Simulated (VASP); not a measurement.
A run of VASP 6.6.1 is set up as follows.

File INCAR:

```
PREC = Accurate
ENCUT = 520
EDIFF = 1E-7
ISMEAR = -1
SIGMA = 0.08
LREAL = False
LASPH = True
NELM = 80
ALGO = Normal
ISIF = 2
LWAVE = False
LCHARG = False
GGA = PE
NBANDS = 14
```

The input KPOINTS:

```
regular mesh
0
Gamma
  16 16 16
```

POSCAR

```
Rh
1.0
    0.0000000000      1.9078674883      1.9078674883
    1.9078674883      0.0000000000      1.9078674883
    1.9078674883      1.9078674883      0.0000000000
Rh
1
Direct
    0.0000000000      0.0000000000      0.0000000000
```

Potentials or basis: VASP PAW PBE potentials, release 64 (Rh_pv).

Launch:

```console
$ cat potpaw_PBE.64/Rh_pv/POTCAR > POTCAR
$ mpirun -np 1 vasp_std > vasp.out
```

(1) Estimate the pressure.

Answers

(1) 3.3 GPa.
